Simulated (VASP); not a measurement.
Runs of VASP 6.6.1 on NaCl. The structure is that of space group Pm-3m (No. 221), or close to it. The cells are those of the table. 

| task | level | potentials or basis | spin | cell | k mesh | cutoff (eV) | smearing | gap on the mesh (eV) | pressure (GPa) |
| --- | --- | --- | --- | --- | --- | --- | --- | --- | --- |
| single point | LDA | VASP PAW LDA potentials, release 64 (Na_pv, Cl) | off | a = 3.502 Å, 2 atoms | 2 × 2 × 2 | 400 | gaussian 0.01 eV | 3.36 | (c) |
| single point | PBE+D4 | VASP PAW PBE potentials, release 64 (Na_pv, Cl) | off | a = 3.502 Å, 2 atoms | 3 × 5 × 3 | 520 | fermi-dirac 0.051704 eV | (b) | -0.4 |
| single point | PBE | VASP PAW PBE potentials, release 64 (Na_pv, Cl) | collinear, zero start | a = 3.502 Å, 2 atoms | 4 × 4 × 4 | 520 | gaussian 0.1 eV | 3.97 | 0.2 |
| single point | r2SCAN | VASP PAW PBE potentials, release 64 (Na_pv, Cl) | off | a = 3.114 Å, 2 atoms | 4 × 4 × 4 | 520 | gaussian 0.1 eV | 5.84 | (a) |

**Question.** Fill in the values left out.

**Answer.** (a) 19.3; (b) 4.05; (c) 0.7.

Caveats: all runs use coarse meshes; the PAW data sets were made with another functional, which shifts forces and pressure a little (some runs).

A k mesh can miss the band edges.
